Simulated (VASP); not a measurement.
# HgTe (F-43m) in VASP: further runs, part 3 of 3

VASP 6.6.1.

### 4 Electric field gradients, PBEsol (volume scaled by 1.06)

Contents of INCAR:

```
  PREC = Accurate
  ENCUT = 520
  EDIFF = 1E-8
  ISMEAR = -1
  SIGMA = 0.05
  LREAL = F
  LASPH = T
  NELM = 80
  ALGO = Normal
  ISIF = 2
  LWAVE = F
  LCHARG = F
  GGA = PS
  LEFG = T
  NBANDS = 16
```

Contents of KPOINTS:

```
regular mesh
0
Gamma
  9 9 9
```

Contents of POSCAR:

```
HgTe
1.0
    0.0000000000      3.2867219331      3.2867219331
    3.2867219331      0.0000000000      3.2867219331
    3.2867219331      3.2867219331      0.0000000000
Hg Te
1 1
Direct
    0.0000000000      0.0000000000      0.0000000000
    0.7500000000      0.7500000000      0.7500000000
```

Potentials or basis: VASP PAW PBE potentials, release 64 (Hg, Te).

Run with:

```sh
cat potpaw_PBE.64/Hg/POTCAR potpaw_PBE.64/Te/POTCAR > POTCAR
mpirun -np 1 vasp_std > vasp.out
```

OUTCAR:

```text
PREC = Accurate
   ENCUT = 520
   EDIFF = 1E-8
   ISMEAR = -1
   LREAL = F
   LASPH = T
   NELM = 80
   ISIF = 2
   GGA = PS

 ion  position               nearest neighbor table
   1  0.000  0.000  0.000-   2 2.85   2 2.85   2 2.85   2 2.85
   2  0.750  0.750  0.750-   1 2.85   1 2.85   1 2.85   1 2.85

  LATTYP: Found a face centered cubic cell.
 ALAT       =     6.5734438662

  Lattice vectors:

 A1 = (   0.0000000000,   3.2867219331,   3.2867219331)
 A2 = (   3.2867219331,   0.0000000000,   3.2867219331)
 A3 = (   3.2867219331,   3.2867219331,   0.0000000000)

Analysis of symmetry for initial positions (statically):
=====================================================================
 Subroutine PRICEL returns:
 Original cell was already a primitive cell.

 Routine SETGRP: Setting up the symmetry group for a
 face centered cubic supercell.

 Subroutine GETGRP returns: Found 24 space group operations
 (whereof 24 operations were pure point group operations)
 out of a pool of 48 trial point group operations.

The static configuration has the point symmetry T_d .

Analysis of symmetry for dynamics (positions and initial velocities):
=====================================================================
 Subroutine PRICEL returns:
 Original cell was already a primitive cell.

 Routine SETGRP: Setting up the symmetry group for a
 face centered cubic supercell.

 Subroutine GETGRP returns: Found 24 space group operations
 (whereof 24 operations were pure point group operations)
 out of a pool of 48 trial point group operations.

The dynamic configuration has the point symmetry T_d .

 Subroutine INISYM returns: Found 24 space group operations
 (whereof 24 operations are pure point group operations),
 and found     1 'primitive' translations

----------------------------------------------------------------------------------------

                                     Primitive cell

  volume of cell :      71.0099

  direct lattice vectors                    reciprocal lattice vectors
     0.000000000  3.286721933  3.286721933    -0.152127259  0.152127259  0.152127259
     3.286721933  0.000000000  3.286721933     0.152127259 -0.152127259  0.152127259
     3.286721933  3.286721933  0.000000000     0.152127259  0.152127259 -0.152127259

  length of vectors
     4.648126734  4.648126734  4.648126734     0.263492142  0.263492142  0.263492142

  position of ions in fractional coordinates (direct lattice)
     0.000000000  0.000000000  0.000000000
     0.750000000  0.750000000  0.750000000

  ion indices of the primitive-cell ions
   primitive index   ion index
                 1           1
                 2           2

----------------------------------------------------------------------------------------

 KPOINTS: regular mesh

Automatic generation of k-mesh.
 Grid dimensions read from file:
 generate k-points for:    9    9    9

 Generating k-lattice:

[... 63 lines left out ...]
   EDIFFG = 0.1E-06   stopping-criterion for IOM
   NSW    =      0    number of steps for IOM
   IBRION =     -1    ionic relax: 0-MD 1-quasi-New 2-CG
   NFREE  =      0    steps in history (QN), initial steepest desc. (CG)
   ISIF   =      2    stress and relaxation
   ISYM   =      2    0-nonsym 1-usesym 2-fastsym
   POTIM  = 0.5000    time-step for ionic-motion
   TEBEG  =    0.0;   TEEND  =   0.0 temperature during run
   PSTRESS=    0.0 pullay stress
   NELECT =      18.0000    total number of electrons
   NUPDOWN=      -1.0000    fix difference up-down
   EMIN   =  10.00;   EMAX   =-10.00  energy-range for DOS
   EFERMI =   0.00;   METHOD = LEGACY
   ISMEAR =    -1;   SIGMA  =   0.05  broadening in eV -4-tet -1-fermi 0-gaus
   EFERMI_NEDOS =   21; number of points for ismear=-14 and -15
   IALGO  =     38    algorithm
   IMIX   =      4    mixing-type and parameters
     AMIX     =   0.40;   BMIX     =  1.00
     AMIX_MAG =   1.60;   BMIX_MAG =  1.00
  volume/ion in A,a.u.               =      35.50       239.60
  Fermi-wavevector in a.u.,A,eV,Ry     =   1.036079  1.957905 14.605295  1.073459
  Thomas-Fermi vector in A             =   2.170452
   LORBIT       =      0    0 simple, 1 ext, 2 COOP (PROOUT), +10 PAW based schemes
   GGA     = PS    functional components
   LHFCALC =     F    Hartree Fock is set to
   AEXX    =    0.0000 exact exchange contribution
   IVDW    =     0    specifies the selected vdW correction
   LEPSILON=     F    determine dielectric tensor
   LRPA    =     F    only Hartree local field effects (RPA)
 non-spin polarized calculation
  energy-cutoff  :      520.00
  volume of cell :       71.01
 maximum number of plane-waves:      1932
   NGX = 17   NGY = 17   NGZ = 17

 number of electron      18.0000001 magnetization

 Free energy of the ion-electron system (eV)
  ---------------------------------------------------
  ext. energy  EPLUGINS =         0.00000000
  ---------------------------------------------------
  free energy    TOTEN  =        -4.37057828 eV

  energy without entropy =       -4.37008365  energy(sigma->0) =       -4.37033097

 E-fermi :   2.5040     XC(G=0):  -8.7082

 val. band max:        2.4347710351   @ k =   0.0000   0.0000   0.0000
 cond. band min:       2.9411707375   @ k =   0.1111   0.0000   0.0000
 fundamental gap:      0.5063997024
 Fermi energy:         2.5040009125

 k-point     1 :       0.0000    0.0000    0.0000
  band No.  band energies     occupation
      1      -9.2391      2.00000
      2      -4.6275      2.00000
      3      -4.6275      2.00000
      4      -4.6275      2.00000
      5      -4.1512      2.00000
      6      -4.1512      2.00000
[... 433 lines left out ...]
      3      -4.3345      2.00000
      4      -4.3345      2.00000
      5      -4.0969      2.00000
      6      -3.8434      2.00000
[... 8 lines left out ...]
     15      12.6557      0.00000
     16      14.0126      0.00000

 [... further k-points ...]
[... 5 lines left out ...]
  --------------------------------------------------------------------------------------
  -------------------------------------------------------------------------------------
  Total       -0.4641812     -0.4641812     -0.4641812     -0.0000000      0.0000000      0.0000000
  in kB      -10.4731963    -10.4731963    -10.4731963     -0.0000000      0.0000000      0.0000000
  external PRESSURE =     -10.4731963 kB  Pullay stress =       0.0000000 kB

 VOLUME and BASIS-vectors are now :
 -----------------------------------------------------------------------------
  energy-cutoff  :      520.00
  volume of cell :       71.01
      direct lattice vectors                 reciprocal lattice vectors
     0.000000000  3.286721933  3.286721933    -0.152127259  0.152127259  0.152127259
     3.286721933  0.000000000  3.286721933     0.152127259 -0.152127259  0.152127259
     3.286721933  3.286721933  0.000000000     0.152127259  0.152127259 -0.152127259

 POSITION                                       TOTAL-FORCE (eV/Angst)
 -----------------------------------------------------------------------------------
      0.00000      0.00000      0.00000         0.000000      0.000000      0.000000
      4.93008      4.93008      4.93008        -0.000000     -0.000000     -0.000000
 -----------------------------------------------------------------------------------
    total drift:                                0.000000      0.000000      0.000000

  FREE ENERGIE OF THE ION-ELECTRON SYSTEM (eV)
  ---------------------------------------------------
  free  energy   TOTEN  =        -4.3705782790 eV

  energy  without entropy=       -4.3700836524  energy(sigma->0) =       -4.37033097

 Electric field gradients (V/A^2)
---------------------------------------------------------------------
 ion       V_xx      V_yy      V_zz      V_xy      V_xz      V_yz
---------------------------------------------------------------------
   1       0.000    -0.000     0.000     0.000     0.000     0.000
   2       0.000     0.000     0.000    -0.000    -0.000    -0.000
---------------------------------------------------------------------

 Electric field gradients after diagonalization (V/A^2)
 (convention: |V_zz| > |V_xx| > |V_yy|)
----------------------------------------------------------------------
 ion       V_xx      V_yy      V_zz     asymmetry (V_yy - V_xx)/ V_zz
----------------------------------------------------------------------
   1      -0.000    -0.000     0.001       0.000
   2       0.000     0.000    -0.000       0.000
----------------------------------------------------------------------

           NMR quadrupolar parameters

 Cq : quadrupolar parameter    Cq=e*Q*V_zz/h
 eta: asymmetry parameters     (V_yy - V_xx)/ V_zz
 Q  : nuclear electric quadrupole moment in mb (millibarn)
----------------------------------------------------------------------
 ion       Cq(MHz)       eta       Q (mb)
----------------------------------------------------------------------
   1       0.000       0.000       1.000
   2      -0.000       0.000       1.000
----------------------------------------------------------------------
```

stdout:

```text
POSCAR found type information on POSCAR HgTe
 POSCAR found :  2 types and       2 ions
 scaLAPACK will be used
 -----------------------------------------------------------------------------
|                                                                             |
|                                                                             |
|     You enforced a specific xc type in the INCAR file but a different       |
|     I HOPE YOU KNOW WHAT YOU ARE DOING!                                     |
|                                                                             |
 -----------------------------------------------------------------------------

 LDA part: xc-table for (Slater+PW92), standard interpolation
 POSCAR, INCAR and KPOINTS ok, starting setup
 FFT: planning ... GRIDC
 FFT: planning ... GRID_SOFT
 FFT: planning ... GRID
 WAVECAR not read
 entering main loop
ion   1

ion   2
```

Wall time 39 s (1 thread of Intel Xeon Platinum 8375C at 2.90GHz (Ice Lake), shared host); peak memory 0.22 GiB.

Results:

- Free energy: -4.3706 eV
- Pressure: -1.0 GPa
- Band gap on the k mesh: zero (filled and empty bands touch)

Levels at points of the mesh, in eV from the Fermi level:
| k point | band 6 | band 7 | band 8 | band 9 | band 10 | band 11 | band 12 | band 13 |
| --- | --- | --- | --- | --- | --- | --- | --- | --- |
| (0.00, 0.00, 0.00) | -6.66 | -0.99 | -0.07 | -0.07 | -0.07 | 4.20 | 4.20 | 4.20 |

Caveat: the cell differs from its parent crystal (volume scaled by 1.06); without QUAD_EFG the Cq values of the log hold for a quadrupole moment of 1 mb, not for the nuclei; the PAW data sets were made with another functional, which shifts forces and pressure a little; spin-orbit coupling is left out, which moves the levels of the heavy elements.

### 5 Density of states, PBEsol

This run uses another cell than the first one, of 33.50 Å³/atom, 0.962 times its volume.

Contents of POSCAR:

```
HgTe
1.0
    0.0000000000      3.2235000000      3.2235000000
    3.2235000000      0.0000000000      3.2235000000
    3.2235000000      3.2235000000      0.0000000000
Hg Te
1 1
Direct
    0.0000000000      0.0000000000      0.0000000000
    0.7500000000      0.7500000000      0.7500000000
```

Contents of INCAR.step1:

```
  ALGO = Normal
  EDIFF = 1E-7
  ENCUT = 520
  GGA = PS
  ISIF = 2
  ISMEAR = -1
  LASPH = T
  LCHARG = T
  LREAL = F
  LWAVE = F
  NBANDS = 16
  NELM = 100
  PREC = Accurate
  SIGMA = 0.05
```

Contents of KPOINTS.step1:

```
k-points
0
Gamma
  9 9 9
```

Contents of INCAR.step2:

```
  ALGO = Normal
  EDIFF = 1E-7
  ENCUT = 520
  GGA = PS
  ICHARG = 11
  ISIF = 2
  ISMEAR = -5
  LASPH = T
  LCHARG = F
  LORBIT = 11
  LREAL = F
  LWAVE = F
  NBANDS = 16
  NEDOS = 1001
  NELM = 100
  PREC = Accurate
  SIGMA = 0.05
```

Contents of KPOINTS.step2:

```
k-points
0
Gamma
  14 14 14
```

Run with:

```sh
cat potpaw_PBE.64/Hg/POTCAR potpaw_PBE.64/Te/POTCAR > POTCAR
cp INCAR.step1 INCAR
cp KPOINTS.step1 KPOINTS
mpirun -np 1 vasp_std > vasp.out
cp INCAR.step2 INCAR
cp KPOINTS.step2 KPOINTS
mpirun -np 1 vasp_std > vasp.out
```

Run time: 78 s. Hardware: 1 thread of Intel Xeon Platinum 8375C at 2.90GHz (Ice Lake), shared host; peak memory 0.27 GiB.

Results (log left out):

```yaml
Valence_electrons_inside_the_program's_atomic_spheres: Hg 10.53; Te 3.37
```

Levels at points of the mesh, in eV from the Fermi level:
```tsv
k point	band 5	band 6	band 7	band 8	band 9	band 10	band 11	band 12	band 13	band 14
(0.00, 0.00, 0.00)	-6.85	-6.85	-0.79	0.00	0.00	0.00	4.17	4.17	4.17	6.30
(0.50, 0.00, 0.00)	-6.83	-6.54	-5.59	-1.01	-1.01	0.64	4.97	4.97	6.72	7.79
(0.50, 0.50, 0.00)	-6.78	-6.39	-5.51	-2.33	-2.33	1.84	2.36	8.13	8.85	8.85
```

Caveat: the PAW data sets were made with another functional, which shifts forces and pressure a little; spin-orbit coupling is left out, which moves the levels of the heavy elements; tetrahedron occupations give inexact forces and stress in metals.

### 6 Overview

| task | cell | k mesh for the DOS | occupations for the DOS | gap on the mesh (eV) | pressure (GPa) |
| --- | --- | --- | --- | --- | --- |
| electric field gradients | a = 4.619 Å, angles 60.0°, 2 atoms | - | - | none | -0.3 |
| electric field gradients | a = 4.648 Å, angles 60.0°, 2 atoms | - | - | none | -1.0 |
| density of states | a = 4.559 Å, angles 60.0°, 2 atoms | 14 × 14 × 14 | tetrahedron | - | - |

Alike in all rows: level PBEsol; potentials or basis VASP PAW PBE potentials, release 64 (Hg, Te); no spin polarisation; k mesh 9 × 9 × 9; cutoff (eV) 520; smearing fermi-dirac 0.05 eV.

Caveats: the PAW data sets were made with another functional, which shifts forces and pressure a little; spin-orbit coupling is left out, which moves the levels of the heavy elements; tetrahedron occupations give inexact forces and stress in metals (some runs).

Absolute energies hang on the potentials; compare differences alone.
